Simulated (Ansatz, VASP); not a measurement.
**Hg in VASP and in Ansatz**

```
Hg
1.0
    -1.90493    1.90493    1.90493
     1.90493   -1.90493    1.90493
     1.90493    1.90493   -1.90493
Hg
1
Cartesian
  0.0000 0.0000 0.0000
```

Change from the starting cell: volume scaled by 0.95, LAPW.

Alike in both runs: task single point; functional PBE; k mesh 14 × 14 × 14; occupations fermi-dirac, width 0.1 eV; no spin polarisation.

|  | VASP | Ansatz |
| --- | --- | --- |
| version | VASP 6.6.1 | Ansatz 0.2.0 |
| potentials or method | VASP PAW PBE potentials, release 64 (Hg), cutoff 500 eV | all-electron LAPW, scalar-relativistic |

|  | VASP | Ansatz | Ansatz less VASP |
| --- | --- | --- | --- |
| pressure (GPa) | 0.9 | 0.7 | -0.14 |

Ansatz ran all-electron here, and VASP with PAW potentials.

Neither program's run includes spin-orbit coupling.
